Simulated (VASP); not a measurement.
Write the native input for VASP 6.6.1 that does the following.

```yaml
Task: single point
Functional: LDA
Potentials_or_basis: VASP PAW LDA potentials, release 64 (Ag, Cl)
Cutoff: 520 eV
k_mesh: 10 × 10 × 10
Occupations: gaussian, width 0.05 eV
Spin: no spin polarisation
Dipole_correction: no
Further_INCAR_settings: ALGO = Normal; EDIFF = 1e-06; NBANDS = 16
```

The structure of AgCl lies in POSCAR:

```
AgCl
1.0
    0.0000000000      2.6058272343      2.6773114500
    2.6058272343      0.0000000000      2.6773114500
    2.6058272343      2.6058272343      0.0000000000
Ag Cl
1 1
Direct
    0.5000000000      0.5000000000      0.5000000000
    0.0000000000      0.0000000000      0.0000000000
```

One way to write it, as run:

INCAR

```
ALGO     = Normal         # electronic algorithm
EDIFF    = 1E-6           # SCF threshold, eV
ENCUT    = 520            # plane-wave cutoff, eV
ISIF     = 2              # what is computed and relaxed
ISMEAR   = 0              # smearing method
LASPH    = T              # aspherical terms in the spheres
LCHARG   = F              # write CHGCAR
LREAL    = F              # projectors in reciprocal space
LWAVE    = F              # write WAVECAR
NBANDS   = 16             # bands
NELM     = 80             # most SCF steps
PREC     = Accurate       # precision mode
SIGMA    = 0.05           # smearing width, eV
```

KPOINTS

```
k-points
0
Gamma
  10 10 10
```

Potentials or basis: VASP PAW LDA potentials, release 64 (Ag, Cl).

Command:

```console
$ cat potpaw_LDA.64/Ag/POTCAR potpaw_LDA.64/Cl/POTCAR > POTCAR
$ mpirun -np 1 vasp_std > vasp.out
```

It gave:

| Quantity | Value |
| --- | --- |
| Pressure | 4.5 GPa |
| Band gap on the k mesh | 0.59 eV, indirect (least direct gap 3.39 eV) |

Wall time 25 s on 1 thread of Intel Xeon 6975P-C, on a shared host, peak memory 0.18 GiB.
